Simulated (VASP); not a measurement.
# SiC (P6_3mc) in VASP: notebook, part 2 of 3

VASP 6.6.1. Earlier steps stand in the parts before.

**4. Relaxation of cell and atoms, PBEsol, target pressure 10 GPa, at which the enthalpy is minimised**

Input file INCAR:

```
SYSTEM = SiC
PREC = Accurate
ENCUT = 600
EDIFF = 1E-6
ISMEAR = -1
SIGMA = 0.05
LREAL = .FALSE.
LASPH = .TRUE.
NELM = 80
ALGO = Normal
ISIF = 3
LWAVE = .FALSE.
LCHARG = .FALSE.
GGA = PS
IBRION = 2
NSW = 60
EDIFFG = -0.01
PSTRESS = 100.0
```

Input file KPOINTS:

```
regular mesh
0
G
  10 10 5
  0 0 0
```

Input file POSCAR:

```
SiC
1.0
    3.0760000000      0.0000000000      0.0000000000
   -1.5380000000      2.6638941420      0.0000000000
    0.0000000000      0.0000000000      5.0480000000
Si C
2 2
Direct
    0.6666666667      0.3333333333      0.5000000000
    0.3333333333      0.6666666667      0.0000000000
    0.6666666667      0.3333333333      0.8850000000
    0.3333333333      0.6666666667      0.3850000000
```

Potentials or basis: VASP PAW PBE potentials, release 64 (Si, C).

Command:

```
$ cat potpaw_PBE.64/Si/POTCAR potpaw_PBE.64/C/POTCAR > POTCAR
$ mpirun -np 1 vasp_std > vasp.out
```

OUTCAR:

```text
SYSTEM = SiC
   PREC = Accurate
   ENCUT = 600
   EDIFF = 1E-6
   ISMEAR = -1
   LREAL = .FALSE.
   LASPH = .TRUE.
   NELM = 80
   ISIF = 3
   GGA = PS
   IBRION = 2
   NSW = 60
   EDIFFG = -0.01
   PSTRESS = 100.0

 ion  position               nearest neighbor table
   1  0.667  0.333  0.500-   4 1.87   4 1.87   4 1.87   3 1.94   2 3.09   2 3.09   2 3.09   2 3.09
                             2 3.09   2 3.09
   2  0.333  0.667  0.000-   3 1.87   3 1.87   3 1.87   4 1.94   1 3.09   1 3.09   1 3.09   1 3.09
                             1 3.09   1 3.09
   3  0.667  0.333  0.885-   2 1.87   2 1.87   2 1.87   1 1.94
   4  0.333  0.667  0.385-   1 1.87   1 1.87   1 1.87   2 1.94

  LATTYP: Found a hexagonal cell.
 ALAT       =     3.0760000000
 C/A-ratio  =     1.6410923277

  Lattice vectors:

 A1 = (   3.0760000000,   0.0000000000,   0.0000000000)
 A2 = (  -1.5380000000,   2.6638941420,   0.0000000000)
 A3 = (   0.0000000000,   0.0000000000,   5.0480000000)

[... 234 lines left out ...]
      3      -0.0748      2.00000
      4       7.8419      2.00000
      5       7.8419      2.00000
      6       9.0724      2.00000
      7       9.3032      2.00000
      8       9.3032      2.00000
      9      14.5187      0.00000
     10      16.2849      0.00000
     11      16.2849      0.00000
     12      16.6046      0.00000
[... 584 lines left out ...]
--------------------------------------- Ionic step        8  -------------------------------------------

 number of electron      15.9999999 magnetization

 Free energy of the ion-electron system (eV)
  ---------------------------------------------------
  ext. energy  EPLUGINS =         0.00000000
  ---------------------------------------------------
  free energy    TOTEN  =       -31.77380622 eV

  energy without entropy =      -31.77380622  energy(sigma->0) =      -31.77380622

 E-fermi :   9.6299     XC(G=0): -11.6744

 val. band max:        8.6747474453   @ k =   0.0000   0.0000   0.0000
 cond. band min:      10.8813995943   @ k =   0.3000   0.3000   0.0000
 fundamental gap:      2.2066521491
 Fermi energy:         9.6298877981

 k-point     1 :       0.0000    0.0000    0.0000
  band No.  band energies     occupation
      1      -7.2431      2.00000
      2      -3.4812      2.00000
      3      -0.3251      2.00000
      4       7.3321      2.00000
      5       7.3321      2.00000
      6       8.5614      2.00000
      7       8.6747      2.00000
      8       8.6747      2.00000
      9      13.7533      0.00000
     10      15.2529      0.00000
     11      15.5088      0.00000
     12      15.5088      0.00000
[... 380 lines left out ...]
  energy  without entropy=      -31.7738062183  energy(sigma->0) =      -31.77380622

  enthalpy is  TOTEN    =       -29.2946666405 eV   P V=        2.4791395779

 reached required accuracy - stopping structural energy minimisation
```

OSZICAR:

```text
N       E                     dE             d eps       ncg     rms          rms(c)
DAV:   1     0.375616847235E+02    0.37562E+02   -0.81152E+03  1008   0.134E+03
DAV:   2    -0.320706142830E+02   -0.69632E+02   -0.63808E+02  1432   0.197E+02
[... 56 lines left out ...]
   7 F= -.29294414E+02 E0= -.29294414E+02  d E =0.663412E-04
       N       E                     dE             d eps       ncg     rms          rms(c)
DAV:   1    -0.317739771171E+02   -0.12619E-02   -0.10177E-02  1256   0.857E-01    0.730E-02
DAV:   2    -0.317738665756E+02    0.11054E-03   -0.36824E-04  1244   0.174E-01    0.373E-02
DAV:   3    -0.317738057606E+02    0.60815E-04   -0.11632E-04  1300   0.919E-02    0.649E-03
DAV:   4    -0.317738063734E+02   -0.61281E-06   -0.15377E-05  1164   0.288E-02    0.378E-03
DAV:   5    -0.317738062184E+02    0.15505E-06   -0.21434E-07   664   0.459E-03
   8 F= -.29294667E+02 E0= -.29294667E+02  d E =-.186181E-03
```

CONTCAR:

```text
SiC
   1.00000000000000
     3.0350881352524515    0.0000000000000000    0.0000000000000000
    -1.5175440676262257    2.6284634278097077    0.0000000000000000
     0.0000000000000000    0.0000000000000000    4.9789563102052714
  Si              C
     2     2
Direct
     0.6666666667000030    0.3333333332999970    0.5046034967493150
     0.3333333332999970    0.6666666667000030    0.0046034967493152
     0.6666666667000030    0.3333333332999970    0.8803965032506830
     0.3333333332999970    0.6666666667000030    0.3803965032506827

  0.00000000E+00  0.00000000E+00  0.00000000E+00
  0.00000000E+00  0.00000000E+00  0.00000000E+00
  0.00000000E+00  0.00000000E+00  0.00000000E+00
  0.00000000E+00  0.00000000E+00  0.00000000E+00
```

It took 62 s on 1 thread of Intel Xeon Platinum 8559C (Emerald Rapids), shared host; peak memory 0.18 GiB.

Results:

```yaml
Free_energy: -31.7738 eV
Relaxed_volume: 9.93 Å³/atom
Relaxed_cell: a = 3.035 Å, b = 3.035 Å, c = 4.979 Å, α = 90.00°, β = 90.00°, γ = 120.00°
Space_group_after_relaxing_to_0.1_Å: P6_3mc (No. 186)
Energy_change_on_relaxing_the_run_minimises_the_enthalpy: +3.6 meV/atom
Ionic_steps: 8
Pressure_after_relaxing: 10.0 GPa
Band_gap_on_the_k_mesh: 2.21 eV (least direct gap 3.93 eV)
```

Step by step:
```
step  energy change (eV)  largest force (eV/Å)  pressure (GPa)  volume (Å³)
   1              0.0000                0.7510            0.48        41.36
   2              0.2569                0.8788           24.43        37.79
   3              0.0235                0.1673           10.51        39.63
   4              0.0256                0.1523           10.73        39.60
   5              0.0129                0.0588            9.78        39.75
   6              0.0138                0.0358            9.88        39.73
   7              0.0154                0.0442           10.06        39.71
   8              0.0143                0.0009            9.96        39.72
```

Final structure:
```
Si C
1.0
     3.03509    0.00000    0.00000
    -1.51754    2.62846    0.00000
     0.00000    0.00000    4.97896
Si C
2 2
Direct
  0.66667 0.33333 0.50460
  0.33333 0.66667 0.00460
  0.66667 0.33333 0.88040
  0.33333 0.66667 0.38040
```

Levels at points of the mesh, in eV from the valence-band top:
```csv
k point,band 4,band 5,band 6,band 7,band 8,band 9,band 10,band 11,band 12
"(0.00, 0.00, 0.00)",-1.34,-1.34,-0.11,0.00,0.00,5.08,6.58,6.83,6.83
"(0.50, 0.00, 0.00)",-6.41,-5.62,-3.46,-3.43,-1.21,2.72,4.16,7.11,7.20
```

Caveat: the cell is relaxed towards a set pressure, so the run minimises the enthalpy, not the energy; the PAW data sets were made with another functional, which shifts forces and pressure a little; an odd mesh through Γ misses points on the zone boundary, where band edges can lie.

**5. Relaxation of cell and atoms, PBEsol, target pressure 20 GPa, at which the enthalpy is minimised**

Input file INCAR:

```
SYSTEM = SiC
PREC = Accurate ; ENCUT = 600
EDIFF = 1E-6 ; ISMEAR = -1
SIGMA = 0.05 ; LREAL = .False.
LASPH = .True. ; NELM = 60
ALGO = Normal ; ISIF = 3
LWAVE = .False. ; LCHARG = .False.
GGA = PS ; IBRION = 2
NSW = 60 ; EDIFFG = -0.01
PSTRESS = 200.0
```

Input file KPOINTS:

```
Automatic mesh
0
Gamma
  10 10 5
  0 0 0
```

POSCAR is that of step 4.

Potentials or basis: VASP PAW PBE potentials, release 64 (Si, C).

Command:

```
$ cat potpaw_PBE.64/Si/POTCAR potpaw_PBE.64/C/POTCAR > POTCAR
$ mpirun -np 1 vasp_std > vasp.out
```

OUTCAR:

```text
SYSTEM = SiC
   PREC = Accurate
   ENCUT = 600
   EDIFF = 1E-6
   ISMEAR = -1
   LREAL = .False.
   LASPH = .True.
   NELM = 60
   ISIF = 3
   GGA = PS
   IBRION = 2
   NSW = 60
   EDIFFG = -0.01
   PSTRESS = 200.0

 ion  position               nearest neighbor table
   1  0.667  0.333  0.500-   4 1.87   4 1.87   4 1.87   3 1.94   2 3.09   2 3.09   2 3.09   2 3.09
                             2 3.09   2 3.09
   2  0.333  0.667  0.000-   3 1.87   3 1.87   3 1.87   4 1.94   1 3.09   1 3.09   1 3.09   1 3.09
                             1 3.09   1 3.09
   3  0.667  0.333  0.885-   2 1.87   2 1.87   2 1.87   1 1.94
   4  0.333  0.667  0.385-   1 1.87   1 1.87   1 1.87   2 1.94

  LATTYP: Found a hexagonal cell.
 ALAT       =     3.0760000000
 C/A-ratio  =     1.6410923277

  Lattice vectors:

 A1 = (   3.0760000000,   0.0000000000,   0.0000000000)
 A2 = (  -1.5380000000,   2.6638941420,   0.0000000000)
 A3 = (   0.0000000000,   0.0000000000,   5.0480000000)

Analysis of symmetry for initial positions (statically):
=====================================================================
 Subroutine PRICEL returns:
 Original cell was already a primitive cell.

 Routine SETGRP: Setting up the symmetry group for a
 hexagonal supercell.

 Subroutine GETGRP returns: Found 12 space group operations
 (whereof  6 operations were pure point group operations)
 out of a pool of 24 trial point group operations.

The static configuration has the point symmetry C_3v.
 The point group associated with its full space group is C_6v.

Analysis of symmetry for dynamics (positions and initial velocities):
=====================================================================
 Subroutine PRICEL returns:
 Original cell was already a primitive cell.

 Routine SETGRP: Setting up the symmetry group for a
 hexagonal supercell.

 Subroutine GETGRP returns: Found 12 space group operations
 (whereof  6 operations were pure point group operations)
 out of a pool of 24 trial point group operations.

The dynamic configuration has the point symmetry C_3v.
 The point group associated with its full space group is C_6v.

 Subroutine INISYM returns: Found 12 space group operations
[... 122 lines left out ...]
  volume/ion in A,a.u.               =      10.34        69.78
  Fermi-wavevector in a.u.,A,eV,Ry     =   1.192817  2.254098 19.358549  1.422813
  Thomas-Fermi vector in A             =   2.328847
   LORBIT       =      0    0 simple, 1 ext, 2 COOP (PROOUT), +10 PAW based schemes
   GGA     = PS    functional components
   LHFCALC =     F    Hartree Fock is set to
   AEXX    =    0.0000 exact exchange contribution
   IVDW    =     0    specifies the selected vdW correction
   LEPSILON=     F    determine dielectric tensor
   LRPA    =     F    only Hartree local field effects (RPA)
 conjugate gradient relaxation of ions
 non-spin polarized calculation
  energy-cutoff  :      600.00
  volume of cell :       41.36
 maximum number of plane-waves:      1398
 NGX is ok and might be reduce to    28
   NGX = 13   NGY = 13   NGZ = 21

--------------------------------------- Ionic step        1  -------------------------------------------

 number of electron      16.0000001 magnetization

 Free energy of the ion-electron system (eV)
  ---------------------------------------------------
  ext. energy  EPLUGINS =         0.00000000
  ---------------------------------------------------
  free energy    TOTEN  =       -31.78814853 eV

  energy without entropy =      -31.78814853  energy(sigma->0) =      -31.78814853

 E-fermi :   9.2657     XC(G=0): -11.4975

 val. band max:        8.3541884844   @ k =   0.0000   0.0000   0.0000
 cond. band min:      10.6756126891   @ k =   0.3000   0.3000   0.0000
 fundamental gap:      2.3214242046
 Fermi energy:         9.2656567380

 k-point     1 :       0.0000    0.0000    0.0000
  band No.  band energies     occupation
      1      -7.3871      2.00000
      2      -3.8477      2.00000
      3      -0.4027      2.00000
      4       6.7972      2.00000
      5       6.7972      2.00000
      6       8.0831      2.00000
      7       8.0831      2.00000
      8       8.3542      2.00000
      9      12.9231      0.00000
     10      14.3260      0.00000
     11      14.7904      0.00000
     12      14.7904      0.00000
[... 460 lines left out ...]
  energy  without entropy=      -31.6352428384  energy(sigma->0) =      -31.63524284

  enthalpy is  TOTEN    =       -26.8550688365 eV   P V=        4.7801740019

[... ionic steps 4 to 8 ...]

--------------------------------------- Ionic step        9  -------------------------------------------

 number of electron      15.9999999 magnetization

------------------------ aborting loop because EDIFF is reached ----------------------------------------
[... 75 lines left out ...]
--------------------------------------- Ionic step       11  -------------------------------------------

 number of electron      15.9999999 magnetization

 Free energy of the ion-electron system (eV)
  ---------------------------------------------------
  ext. energy  EPLUGINS =         0.00000000
  ---------------------------------------------------
  free energy    TOTEN  =       -31.64293220 eV

  energy without entropy =      -31.64293220  energy(sigma->0) =      -31.64293220

 E-fermi :  10.1323     XC(G=0): -11.8325

 val. band max:        9.1014565507   @ k =   0.0000   0.0000   0.0000
 cond. band min:      11.2499423531   @ k =   0.3000   0.3000   0.0000
 fundamental gap:      2.1484858024
 Fermi energy:        10.1322824210

 k-point     1 :       0.0000    0.0000    0.0000
  band No.  band energies     occupation
      1      -7.1142      2.00000
      2      -3.2070      2.00000
      3      -0.1134      2.00000
      4       7.7420      2.00000
      5       7.7420      2.00000
      6       8.9919      2.00000
      7       9.1015      2.00000
      8       9.1015      2.00000
      9      14.4901      0.00000
     10      16.0579      0.00000
     11      16.1578      0.00000
     12      16.1578      0.00000
[... 380 lines left out ...]
  energy  without entropy=      -31.6429322043  energy(sigma->0) =      -31.64293220

  enthalpy is  TOTEN    =       -26.8610539415 eV   P V=        4.7818782629

 reached required accuracy - stopping structural energy minimisation
```

OSZICAR:

```text
N       E                     dE             d eps       ncg     rms          rms(c)
DAV:   1     0.375616847235E+02    0.37562E+02   -0.81152E+03  1008   0.134E+03
DAV:   2    -0.320706142830E+02   -0.69632E+02   -0.63808E+02  1432   0.197E+02
DAV:   3    -0.353743139881E+02   -0.33037E+01   -0.32846E+01  1316   0.430E+01
[... 78 lines left out ...]
       N       E                     dE             d eps       ncg     rms          rms(c)
DAV:   1    -0.316429450237E+02   -0.36694E-02   -0.50470E-04  1200   0.204E-01    0.245E-02
DAV:   2    -0.316429357083E+02    0.93155E-05   -0.17589E-05  1208   0.353E-02    0.129E-02
DAV:   3    -0.316429324445E+02    0.32637E-05   -0.68891E-06  1228   0.194E-02    0.229E-03
DAV:   4    -0.316429322043E+02    0.24023E-06   -0.55072E-07   576   0.598E-03
  11 F= -.26861054E+02 E0= -.26861054E+02  d E =-.526502E-04
```

CONTCAR:

```text
SiC
   1.00000000000000
     2.9990277323539116    0.0000000000000000    0.0000000000000000
    -1.4995138661769558    2.5972342028244508    0.0000000000000000
    -0.0000000000000000    0.0000000000000000    4.9179884809796262
  Si              C
     2     2
Direct
     0.6666666667000030    0.3333333332999970    0.5045745577692101
     0.3333333332999970    0.6666666667000030    0.0045745577692103
     0.6666666667000030    0.3333333332999970    0.8804254422307879
     0.3333333332999970    0.6666666667000030    0.3804254422307877

  0.00000000E+00  0.00000000E+00  0.00000000E+00
  0.00000000E+00  0.00000000E+00  0.00000000E+00
  0.00000000E+00  0.00000000E+00  0.00000000E+00
  0.00000000E+00  0.00000000E+00  0.00000000E+00
```

Wall time 78 s (1 thread of Intel Xeon Platinum 8559C (Emerald Rapids), shared host); peak memory 0.19 GiB.

What came out:

* Free energy: -31.6429 eV
* Relaxed volume: 9.58 Å³/atom
* Relaxed cell: a = 2.999 Å, b = 2.999 Å, c = 4.918 Å, α = 90.00°, β = 90.00°, γ = 120.00°
* Space group after relaxing (to 0.1 Å): P6_3mc (No. 186)
* Energy change on relaxing (the run minimises the enthalpy): +36.3 meV/atom
* Ionic steps: 11
* Pressure after relaxing: 20.0 GPa
* Largest force after relaxing: 0.007 eV/Å
* Band gap on the k mesh: 2.15 eV (least direct gap 4.00 eV)

Forces on the atoms (eV/Å):
```
Si   0.000  0.000  0.007
Si   0.000  0.000  0.007
C    0.000  0.000 -0.007
C    0.000  0.000 -0.007
```

The path:
| step | energy change (eV) | largest force (eV/Å) | pressure (GPa) | volume (Å³) |
| --- | --- | --- | --- | --- |
| 1 | 0.0000 | 0.7510 | 0.48 | 41.36 |
| 2 | 1.1645 | 1.1338 | 60.56 | 34.27 |
| 3 | 0.1529 | 0.3033 | 20.11 | 38.29 |
| 4 | 0.1635 | 0.2837 | 20.77 | 38.21 |
| 5 | 0.1712 | 0.2695 | 21.25 | 38.14 |
| 6 | 0.1493 | 0.2480 | 20.04 | 38.30 |
| 7 | 0.1553 | 0.0255 | 20.53 | 38.24 |
| 8 | 0.1326 | 0.0221 | 19.21 | 38.41 |
| 9 | 0.1401 | 0.0053 | 19.69 | 38.35 |
| 10 | 0.1489 | 0.0082 | 20.23 | 38.28 |
| 11 | 0.1452 | 0.0071 | 20.01 | 38.31 |

Final structure:
```yaml
crystal:
  lattice:
    - [2.99903, 0.00000, 0.00000]
    - [-1.49951, 2.59723, 0.00000]
    - [0.00000, 0.00000, 4.91799]
  atoms:
    - { symbol: Si, position: [0.66667, 0.33333, 0.50457] }
    - { symbol: Si, position: [0.33333, 0.66667, 0.00457] }
    - { symbol: C, position: [0.66667, 0.33333, 0.88043] }
    - { symbol: C, position: [0.33333, 0.66667, 0.38043] }
```

Levels at points of the mesh, in eV from the valence-band top:
| k point | band 6 | band 7 | band 8 | band 9 | band 10 | band 11 |
| --- | --- | --- | --- | --- | --- | --- |
| (0.00, 0.00, 0.00) | -0.11 | 0.00 | 0.00 | 5.39 | 6.96 | 7.06 |
| (0.50, 0.00, 0.00) | -3.56 | -3.50 | -1.22 | 2.78 | 4.20 | 7.35 |

Caveat: the cell is relaxed towards a set pressure, so the run minimises the enthalpy, not the energy; the PAW data sets were made with another functional, which shifts forces and pressure a little; an odd mesh through Γ misses points on the zone boundary, where band edges can lie.

(Part 2 of 3 ends here.)
